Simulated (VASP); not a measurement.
# VO2: single point with PBEsol

Crystal: VO2.

```xyz
6
Lattice="4.5072 0.0000 0.0000 0.0000 4.5072 0.0000 0.0000 0.0000 3.0444" Properties=species:S:1:pos:R:3 pbc="T T T"
V     2.2536    2.2536    1.5222
V     0.0000    0.0000    0.0000
O     0.9031    3.6041    1.5222
O     3.6041    0.9031    1.5222
O     3.1567    3.1567    0.0000
O     1.3505    1.3505    0.0000
```

- Program: VASP 6.6.1
- Task: single point
- Functional: PBEsol
- Potentials or basis: VASP PAW PBE potentials, release 64 (V_sv, O)
- Cutoff: 600 eV
- k mesh: 6 × 6 × 9
- Occupations: fermi-dirac, width 0.05 eV
- Spin: collinear spin, ferromagnetic start
- Starting moments: [2.0, 2.0, 0.0, 0.0, 0.0, 0.0] μB

```json
{
 "Pressure": "-16.0 GPa",
 "Largest force": "0.283 eV/Å",
 "Band gap on the k mesh": "zero (filled and empty bands overlap)",
 "Net moment": "2.00 μB per cell",
 "Site moments": "V +1.07; O -0.07 μB",
 "Valence electrons inside the program's atomic spheres": "V 11.41; O 5.00"
}
```

Forces on the atoms (eV/Å):
```
V    0.000  0.000  0.000
V    0.000  0.000  0.000
O   -0.200  0.200  0.000
O    0.200 -0.200  0.000
O   -0.200 -0.200  0.000
O    0.200  0.200  0.000
```

Stress tensor (GPa, compression positive):
```
 -9.62   0.00   0.00
  0.00  -9.62   0.00
  0.00   0.00 -28.77
```

Levels at points of the mesh, in eV from the Fermi level:
Spin up:
```tsv
k point	band 24	band 25	band 26	band 27	band 28	band 29
(0.00, 0.00, 0.00)	-1.05	-0.78	-0.50	-0.37	-0.35	-0.35
(0.50, 0.00, 0.00)	-1.83	-0.14	-0.14	0.39	0.39	0.91
(0.50, 0.50, 0.00)	-2.40	-0.73	-0.73	-0.32	-0.32	1.32
```
Spin down:
| k point | band 20 | band 21 | band 22 | band 23 | band 24 | band 25 | band 26 | band 27 | band 28 | band 29 |
| --- | --- | --- | --- | --- | --- | --- | --- | --- | --- | --- |
| (0.00, 0.00, 0.00) | -3.71 | -2.08 | -1.68 | -1.68 | -1.22 | 0.52 | 0.65 | 0.73 | 0.81 | 0.81 |
| (0.50, 0.00, 0.00) | -4.41 | -3.25 | -3.25 | -1.96 | -1.96 | 1.08 | 1.08 | 1.46 | 1.46 | 1.82 |
| (0.50, 0.50, 0.00) | -3.33 | -2.86 | -2.86 | -2.46 | -2.46 | 0.52 | 0.52 | 0.84 | 0.84 | 2.11 |

Run time: 100 s on 1 thread of Intel(R) Xeon(R) 6975P-C (Granite Rapids) (shared host), peak memory 0.33 GiB.

Caveat: the stress differs along the axes, from -29 to -10 GPa; the PAW data sets were made with another functional, which shifts forces and pressure a little; semilocal functionals often make such compounds metallic where correlation or magnetic order opens a gap, which also shifts bond lengths. With open d or f shells a metallic result of PBEsol can be an artefact of self-interaction; +U or a hybrid may open a gap.
